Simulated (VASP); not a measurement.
# Sb4Pt3W (Pmm2) in VASP: single point with r2SCAN+rVV10

Aim: the single point of Sb4Pt3W with r2SCAN+rVV10.

Program: VASP 6.6.1. These are calculated values, not measurements. Logs are shortened: lines on timing, memory, paths and dates and some standing lists are left out, and cuts for length are marked.

## (1) The cell of the first run

It takes space group Pmm2 (No. 25, orthorhombic). The conventional cell has a = 3.728 Å, b = 3.893 Å, c = 10.757 Å, α = 90.00°, β = 90.00°, γ = 90.00°. Sb (site symmetry mm2) has 6 Pt at 2.79 to 3.40 Å and 1 W at 2.87 Å and 10 Sb at 3.33 to 3.89 Å within 3.9 Å. Sb (site symmetry mm2) has 5 Pt at 2.71 to 2.79 Å and 2 W at 2.93 Å and 10 Sb at 3.59 to 3.89 Å within 3.9 Å. Within 3.5 Å of Sb (site symmetry mm2) lie 3 Pt at 2.69 to 3.41 Å and 4 W at 2.84 Å and 4 Sb at 3.33 Å. Sb (site symmetry mm2) has 7 Pt at 2.69 to 3.14 Å and 10 Sb at 3.59 to 3.89 Å within 3.9 Å. Within 3.9 Å of Pt (site symmetry mm2) lie 7 Sb at 2.73 to 3.40 Å and 6 Pt at 2.88 to 3.89 Å. Within 3.5 Å of Pt (site symmetry mm2) lie 7 Sb at 2.69 to 3.14 Å and 2 Pt at 2.88 Å. Pt (site symmetry mm2) has 7 Sb at 2.69 to 3.41 Å and 2 W at 2.75 Å within 3.5 Å. W (site symmetry mm2) has 2 Pt at 2.75 Å and 7 Sb at 2.84 to 2.93 Å and 4 W at 3.73 to 3.89 Å within 3.9 Å.

## (2) Single point, r2SCAN+rVV10

The input, POSCAR:

```
Sb4Pt3W
1.0
    3.7277245374      0.0000000000      0.0000000000
    0.0000000000      3.8930158131      0.0000000000
    0.0000000000      0.0000000000     10.7566582344
Sb Pt W
4 3 1
Direct
    0.5000000000      0.5000000000      0.3425838771
    0.0000000000      0.5000000000      0.8658047206
    0.0000000000      0.0000000000      0.1599650376
    0.5000000000      0.0000000000      0.6447924587
    0.0000000000      0.5000000000      0.6066441320
    0.0000000000      0.0000000000      0.4097164842
    0.5000000000      0.0000000000      0.8946466620
    0.5000000000      0.5000000000      0.0758466279
```

The input, INCAR.step1:

```
SYSTEM = Sb4Pt3W
PREC     = Accurate       ! precision mode
ENCUT    = 520            ! plane-wave cutoff, eV
ISMEAR   = -1             ! smearing method
SIGMA    = 0.03           ! smearing width, eV
LREAL    = .FALSE.        ! projectors in reciprocal space
LASPH    = .TRUE.         ! aspherical terms in the spheres
NELM     = 60             ! most SCF steps
NBANDS   = 42             ! bands
GGA      = PE             ! functional
ALGO     = Normal         ! electronic algorithm
EDIFF    = 1E-4           ! SCF threshold, eV
LWAVE    = .TRUE.         ! write WAVECAR
LCHARG   = .FALSE.        ! write CHGCAR
```

The input, INCAR.step2:

```
SYSTEM = Sb4Pt3W
PREC     = Accurate       ! precision mode
ENCUT    = 520            ! plane-wave cutoff, eV
EDIFF    = 1E-7           ! SCF threshold, eV
ISMEAR   = -1             ! smearing method
SIGMA    = 0.03           ! smearing width, eV
LREAL    = .FALSE.        ! projectors in reciprocal space
LASPH    = .TRUE.         ! aspherical terms in the spheres
NELM     = 60             ! most SCF steps
ALGO     = Normal         ! electronic algorithm
ISIF     = 2              ! what is computed and relaxed
LWAVE    = .FALSE.        ! write WAVECAR
LCHARG   = .FALSE.        ! write CHGCAR
METAGGA  = R2SCAN         ! meta-GGA
LMIXTAU  = .TRUE.       
LUSE_VDW = .TRUE.       
IVDW_NL  = 2            
BPARAM   = 11.95        
CPARAM   = 0.0093       
NBANDS   = 42             ! bands
ISTART   = 1
```

The input, KPOINTS:

```
Automatic mesh
0
G
  6 6 2
  0 0 0
```

Potentials or basis: VASP PAW PBE potentials, release 64 (Sb, Pt, W_sv).

Started as:

```sh
$ cat potpaw_PBE.64/Sb/POTCAR potpaw_PBE.64/Pt/POTCAR potpaw_PBE.64/W_sv/POTCAR > POTCAR
$ cp INCAR.step1 INCAR
$ mpirun -np 1 vasp_std > vasp.out
$ cp INCAR.step2 INCAR
$ mpirun -np 1 vasp_std > vasp.out
```

OUTCAR:

```text
SYSTEM = Sb4Pt3W
   PREC = Accurate
   ENCUT = 520
   EDIFF = 1E-7
   ISMEAR = -1
   LREAL = .FALSE.
   LASPH = .TRUE.
   NELM = 60
   ISIF = 2
   METAGGA = R2SCAN
   IVDW_NL = 2
   BPARAM = 11.95
   ISTART = 1

 ion  position               nearest neighbor table
   1  0.500  0.500  0.343-   6 2.79   6 2.79   6 2.79   6 2.79   8 2.87   3 3.33   3 3.33   3 3.33
                             3 3.33   5 3.40   5 3.40
   2  0.000  0.500  0.866-   7 2.71   7 2.71   7 2.71   7 2.71   5 2.79   8 2.93   8 2.93   4 3.59
                             4 3.59   4 3.59   4 3.59   3 3.71   3 3.71
   3  0.000  0.000  0.160-   6 2.69   8 2.84   8 2.84   8 2.84   8 2.84   1 3.33   1 3.33   1 3.33
                             1 3.33   7 3.41   7 3.41   2 3.71   2 3.71
   4  0.500  0.000  0.645-   7 2.69   5 2.73   5 2.73   5 2.73   5 2.73   6 3.14   6 3.14   2 3.59
                             2 3.59   2 3.59   2 3.59
   5  0.000  0.500  0.607-   4 2.73   4 2.73   4 2.73   4 2.73   2 2.79   6 2.88   6 2.88   1 3.40
                             1 3.40
   6  0.000  0.000  0.410-   3 2.69   1 2.79   1 2.79   1 2.79   1 2.79   5 2.88   5 2.88   4 3.14
                             4 3.14
   7  0.500  0.000  0.895-   4 2.69   2 2.71   2 2.71   2 2.71   2 2.71   8 2.75   8 2.75   3 3.41
                             3 3.41
   8  0.500  0.500  0.076-   7 2.75   7 2.75   3 2.84   3 2.84   3 2.84   3 2.84   1 2.87   2 2.93
                             2 2.93

  LATTYP: Found a simple orthorhombic cell.
 ALAT       =     3.7277245374
 B/A-ratio  =     1.0443410649
 C/A-ratio  =     2.8855829143

  Lattice vectors:

 A1 = (   3.7277245374,   0.0000000000,   0.0000000000)
 A2 = (   0.0000000000,   3.8930158131,   0.0000000000)
 A3 = (   0.0000000000,   0.0000000000,  10.7566582344)

Analysis of symmetry for initial positions (statically):
=====================================================================
 Subroutine PRICEL returns:
 Original cell was already a primitive cell.

 Routine SETGRP: Setting up the symmetry group for a
 simple orthorhombic supercell.

 Subroutine GETGRP returns: Found  4 space group operations
 (whereof  4 operations were pure point group operations)
 out of a pool of  8 trial point group operations.

The static configuration has the point symmetry C_2v.

Analysis of symmetry for dynamics (positions and initial velocities):
=====================================================================
 Subroutine PRICEL returns:
 Original cell was already a primitive cell.

 Routine SETGRP: Setting up the symmetry group for a
 simple orthorhombic supercell.

 Subroutine GETGRP returns: Found  4 space group operations
 (whereof  4 operations were pure point group operations)
 out of a pool of  8 trial point group operations.

The dynamic configuration has the point symmetry C_2v.

 Subroutine INISYM returns: Found  4 space group operations
 (whereof  4 operations are pure point group operations),
 and found     1 'primitive' translations

----------------------------------------------------------------------------------------

                                     Primitive cell

  volume of cell :     156.1016

  direct lattice vectors                    reciprocal lattice vectors
     3.727724537  0.000000000  0.000000000     0.268260165  0.000000000  0.000000000
     0.000000000  3.893015813  0.000000000     0.000000000  0.256870264  0.000000000
     0.000000000  0.000000000 10.756658234     0.000000000  0.000000000  0.092965676

  length of vectors
     3.727724537  3.893015813 10.756658234     0.268260165  0.256870264  0.092965676

  position of ions in fractional coordinates (direct lattice)
     0.500000000  0.500000000  0.342583877
     0.000000000  0.500000000  0.865804721
     0.000000000  0.000000000  0.159965038
     0.500000000  0.000000000  0.644792459
     0.000000000  0.500000000  0.606644132
     0.000000000  0.000000000  0.409716484
     0.500000000  0.000000000  0.894646662
     0.500000000  0.500000000  0.075846628

  ion indices of the primitive-cell ions
   primitive index   ion index
                 1           1
                 2           2
                 3           3
                 4           4
                 5           5
                 6           6
                 7           7
                 8           8

----------------------------------------------------------------------------------------

 KPOINTS: Automatic mesh

Automatic generation of k-mesh.
 Grid dimensions read from file:
 generate k-points for:    6    6    2

 Generating k-lattice:

  Cartesian coordinates                     Fractional coordinates (reciprocal lattice)
     0.044710028  0.000000000  0.000000000     0.166666667  0.000000000  0.000000000
     0.000000000  0.042811711  0.000000000     0.000000000  0.166666667  0.000000000
     0.000000000  0.000000000  0.046482838     0.000000000  0.000000000  0.500000000

  Length of vectors
     0.044710028  0.042811711  0.046482838

  Shift w.r.t. Gamma in fractional coordinates (k-lattice)
     0.000000000  0.000000000  0.000000000

 Subroutine IBZKPT returns following result:
 ===========================================

 Found     32 irreducible k-points:

 Following reciprocal coordinates:
            Coordinates               Weight
  0.000000  0.000000  0.000000      1.000000
  0.166667  0.000000  0.000000      2.000000
  0.333333  0.000000  0.000000      2.000000
  0.500000  0.000000  0.000000      1.000000
  0.000000  0.166667  0.000000      2.000000
  0.166667  0.166667  0.000000      4.000000
[... 16 lines left out ...]
  0.333333  0.166667  0.500000      4.000000
  0.500000  0.166667  0.500000      2.000000
 [... further k-points ...]
   k-points           NKPTS =     32   k-points in BZ     NKDIM =     32   number of bands    NBANDS=     42
   number of dos      NEDOS =    301   number of ions     NIONS =      8
   total plane-waves  NPLWV =  67200
   dimension x,y,z NGX =    28 NGY =   30 NGZ =   80
   dimension x,y,z NGXF=    56 NGYF=   60 NGZF=  160
   ions per type =               4   3   1
   NGX,Y,Z   is equivalent  to a cutoff of  12.49, 12.81, 12.36 a.u.
   NGXF,Y,Z  is equivalent  to a cutoff of  24.97, 25.62, 24.73 a.u.
 SYSTEM =  Sb4Pt3W
   PREC   = accura    normal or accurate (medium, high low for compatibility)
   ISTART =      1    job   : 0-new  1-cont  2-samecut
   ICHARG =      0    charge: 1-file 2-atom 10-const
   ISPIN  =      1    spin polarized calculation?
   LNONCOLLINEAR =      F non collinear calculations
   LSORBIT =      F    spin-orbit coupling
   LASPH  =      T    aspherical Exc in radial PAW
   ENCUT  =  520.0 eV  38.22 Ry    6.18 a.u.   6.93  7.24 20.00*2*pi/ulx,y,z
   NELM   =     60;   NELMIN=  2; NELMDL=  0     # of ELM steps
   EDIFF  = 0.1E-06   stopping-criterion for ELM
   LREAL  =      F    real-space projection
   EDIFFG = 0.1E-05   stopping-criterion for IOM
   NSW    =      0    number of steps for IOM
   IBRION =     -1    ionic relax: 0-MD 1-quasi-New 2-CG
   NFREE  =      0    steps in history (QN), initial steepest desc. (CG)
   ISIF   =      2    stress and relaxation
   ISYM   =      2    0-nonsym 1-usesym 2-fastsym
   POTIM  = 0.5000    time-step for ionic-motion
   TEBEG  =    0.0;   TEEND  =   0.0 temperature during run
   PSTRESS=    0.0 pullay stress
   NELECT =      64.0000    total number of electrons
   NUPDOWN=      -1.0000    fix difference up-down
   EMIN   =  10.00;   EMAX   =-10.00  energy-range for DOS
   EFERMI =   0.00;   METHOD = LEGACY
   ISMEAR =    -1;   SIGMA  =   0.03  broadening in eV -4-tet -1-fermi 0-gaus
   EFERMI_NEDOS =   21; number of points for ismear=-14 and -15
   IALGO  =     38    algorithm
   IMIX   =      4    mixing-type and parameters
     AMIX     =   0.40;   BMIX     =  1.00
     AMIX_MAG =   1.60;   BMIX_MAG =  1.00
  volume/ion in A,a.u.               =      19.51       131.68
  Fermi-wavevector in a.u.,A,eV,Ry     =   1.216183  2.298253 20.124402  1.479102
  Thomas-Fermi vector in A             =   2.351546
   LORBIT       =      0    0 simple, 1 ext, 2 COOP (PROOUT), +10 PAW based schemes
   METAGGA = R2SCAN    functional components
   LHFCALC =     F    Hartree Fock is set to
   AEXX    =    0.0000 exact exchange contribution
   IVDW_NL    =     2    kernel type
   BPARAM     =11.9500
   IVDW    =     0    specifies the selected vdW correction
   LEPSILON=     F    determine dielectric tensor
   LRPA    =     F    only Hartree local field effects (RPA)
 non-spin polarized calculation
  energy-cutoff  :      520.00
  volume of cell :      156.10
 maximum number of plane-waves:      4242
 NGX is ok and might be reduce to    28
   NGX = 13   NGY = 15   NGZ = 41

 number of electron      64.0000000 magnetization

 Free energy of the ion-electron system (eV)
  ---------------------------------------------------
  ext. energy  EPLUGINS =         0.00000000
  ---------------------------------------------------
  free energy    TOTEN  =      -308.28803076 eV

  energy without entropy =     -308.28398173  energy(sigma->0) =     -308.28600624

 E-fermi :  10.6061     XC(G=0): -12.6392

 val. band max:       10.5546586823   @ k =   0.0000   0.0000   0.5000
 cond. band min:      10.6573385268   @ k =   0.5000   0.3333   0.5000
 fundamental gap:      0.1026798445
 Fermi energy:        10.6061046730

 k-point     1 :       0.0000    0.0000    0.0000
  band No.  band energies     occupation
      1     -65.7024      2.00000
      2     -29.3186      2.00000
      3     -29.2965      2.00000
      4     -29.2146      2.00000
      5      -3.0625      2.00000
      6      -2.0332      2.00000
[... 34 lines left out ...]
     41      14.0437      0.00000
     42      14.6591      0.00000

 k-point     2 :       0.1667    0.0000    0.0000
  band No.  band energies     occupation
      1     -65.7021      2.00000
      2     -29.3295      2.00000
      3     -29.2950      2.00000
      4     -29.2134      2.00000
      5      -2.7203      2.00000
      6      -1.7366      2.00000
[... 979 lines left out ...]
     41      14.8342      0.00000
     42      15.2779      0.00000

 k-point    24 :       0.5000    0.1667    0.5000
  band No.  band energies     occupation
      1     -65.7013      2.00000
      2     -29.3612      2.00000
      3     -29.2971      2.00000
      4     -29.2089      2.00000
      5      -0.2549      2.00000
      6      -0.0846      2.00000
[... 34 lines left out ...]
     41      14.9304      0.00000
     42      14.9859      0.00000

 [... further k-points ...]
[... 5 lines left out ...]
  --------------------------------------------------------------------------------------
  -------------------------------------------------------------------------------------
  Total        0.6017106      0.7019546      0.6539456      0.0000000      0.0000000      0.0000000
  in kB        6.1757664      7.2046393      6.7118902      0.0000000      0.0000000      0.0000000
  external PRESSURE =       6.6974320 kB  Pullay stress =       0.0000000 kB

 VOLUME and BASIS-vectors are now :
 -----------------------------------------------------------------------------
  energy-cutoff  :      520.00
  volume of cell :      156.10
      direct lattice vectors                 reciprocal lattice vectors
     3.727724537  0.000000000  0.000000000     0.268260165  0.000000000  0.000000000
     0.000000000  3.893015813  0.000000000     0.000000000  0.256870264  0.000000000
     0.000000000  0.000000000 10.756658234     0.000000000  0.000000000  0.092965676

 POSITION                                       TOTAL-FORCE (eV/Angst)
 -----------------------------------------------------------------------------------
      1.86386      1.94651      3.68506         0.000000      0.000000      0.003553
      0.00000      1.94651      9.31317         0.000000      0.000000     -0.034918
      0.00000      0.00000      1.72069         0.000000      0.000000      0.011538
      1.86386      0.00000      6.93581         0.000000      0.000000      0.014693
      0.00000      1.94651      6.52546         0.000000      0.000000      0.016981
      0.00000      0.00000      4.40718         0.000000      0.000000     -0.018555
      1.86386      0.00000      9.62341         0.000000      0.000000     -0.033657
      1.86386      1.94651      0.81586         0.000000      0.000000      0.040365
 -----------------------------------------------------------------------------------
    total drift:                                0.000000     -0.000000     -0.000189

  FREE ENERGIE OF THE ION-ELECTRON SYSTEM (eV)
  ---------------------------------------------------
  free  energy   TOTEN  =      -308.2880307566 eV

  energy  without entropy=     -308.2839817267  energy(sigma->0) =     -308.28600624
```

Wall time 12 min (1 thread of Intel Xeon Platinum 8259CL at 2.50GHz (Skylake/Cascade Lake), shared host); peak memory 0.64 GiB.

What came out:

* Free energy: -308.2880 eV
* Pressure: 0.7 GPa
* Largest force: 0.040 eV/Å
* Band gap on the k mesh: zero (bands 32 and 33 overlap by 2.17 eV)

Forces on the atoms (eV/Å):
```
Sb   0.000  0.000  0.004
Sb   0.000  0.000 -0.035
Sb   0.000  0.000  0.012
Sb   0.000  0.000  0.015
Pt   0.000  0.000  0.017
Pt   0.000  0.000 -0.019
Pt   0.000  0.000 -0.034
W    0.000  0.000  0.040
```

Levels at points of the mesh, in eV from the Fermi level:
| k point | band 28 | band 29 | band 30 | band 31 | band 32 | band 33 | band 34 | band 35 | band 36 | band 37 |
| --- | --- | --- | --- | --- | --- | --- | --- | --- | --- | --- |
| (0.00, 0.00, 0.00) | -1.57 | -1.49 | -1.17 | -0.26 | -0.22 | 0.08 | 0.61 | 0.66 | 1.63 | 1.86 |
| (0.50, 0.00, 0.00) | -2.15 | -1.82 | -0.92 | -0.21 | 0.65 | 1.05 | 1.11 | 3.05 | 3.15 | 3.46 |
| (0.00, 0.50, 0.00) | -2.14 | -2.05 | -1.14 | -0.46 | 0.33 | 1.61 | 1.87 | 3.32 | 3.55 | 3.66 |
| (0.50, 0.50, 0.00) | -2.51 | -2.32 | -2.09 | -2.05 | -1.61 | -1.52 | -1.44 | 0.42 | 0.75 | 0.97 |
| (0.00, 0.00, 0.50) | -1.05 | -0.88 | -0.74 | -0.36 | -0.27 | -0.09 | -0.05 | 0.67 | 1.59 | 2.12 |
| (0.50, 0.00, 0.50) | -2.26 | -1.63 | -0.40 | -0.23 | 0.25 | 0.38 | 1.03 | 2.47 | 3.02 | 3.13 |
| (0.00, 0.50, 0.50) | -2.25 | -2.11 | -1.12 | -0.47 | 0.12 | 1.62 | 1.81 | 2.60 | 2.62 | 3.35 |
| (0.50, 0.50, 0.50) | -2.50 | -2.44 | -2.31 | -2.09 | -1.56 | -1.42 | -1.37 | 0.33 | 0.82 | 1.05 |

Caveat: the PAW data sets were made with another functional, which shifts forces and pressure a little; spin-orbit coupling is left out, which moves the levels of the heavy elements.

The gap in the log of VASP goes by the Fermi energy; the results here count the filled bands.